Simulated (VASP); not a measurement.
Here is a VASP 6.6.1 calculation.

Contents of POSCAR:

```
SnO2
1.0
    4.7880040000      0.0000000000      0.0000000000
    0.0000000000      4.8665820000      0.0000000000
    0.0000000000      0.0000000000      3.2408980000
Sn O
2 4
Direct
    0.0000000000      0.0000000000      0.0000000000
    0.5000000000      0.5000000000      0.5000000000
    0.7081450000      0.6789580000      0.0000000000
    0.2081450000      0.8210420000      0.5000000000
    0.7918550000      0.1789580000      0.5000000000
    0.2918550000      0.3210420000      0.0000000000
```

Contents of INCAR.step1:

```
SYSTEM = SnO2
ALGO = Normal
EDIFF = 1E-4
ENCUT = 520
GGA = PE
ISMEAR = -1
LASPH = .True.
LCHARG = .False.
LREAL = .False.
LWAVE = .True.
NBANDS = 35
NELM = 100
PREC = Accurate
SIGMA = 0.05
```

INCAR.step2

```
SYSTEM = SnO2
ALGO = Normal
EDIFF = 1E-6
ENCUT = 520
ISIF = 2
ISMEAR = -1
ISTART = 1
LASPH = .True.
LCHARG = .False.
LMIXTAU = .True.
LREAL = .False.
LWAVE = .False.
METAGGA = R2SCAN
NBANDS = 35
NELM = 100
PREC = Accurate
SIGMA = 0.05
```

Contents of KPOINTS:

```
k-points
0
Gamma
  5 5 6
  0 0 0
```

Potentials or basis: VASP PAW PBE potentials, release 64 (Sn_d, O).

Command:

```bash
$ cat potpaw_PBE.64/Sn_d/POTCAR potpaw_PBE.64/O/POTCAR > POTCAR
$ cp INCAR.step1 INCAR
$ mpirun -np 1 vasp_std > vasp.out
$ cp INCAR.step2 INCAR
$ mpirun -np 1 vasp_std > vasp.out
```

(1) Estimate the pressure.

(2) Predict the band gap on the k mesh.

Results:

(1) -7.3 GPa.

(2) 1.42 eV.

Caveat: the cell stands under tension; the PAW data sets were made with another functional, which shifts forces and pressure a little; spin-orbit coupling is left out, which moves the levels of the heavy elements.
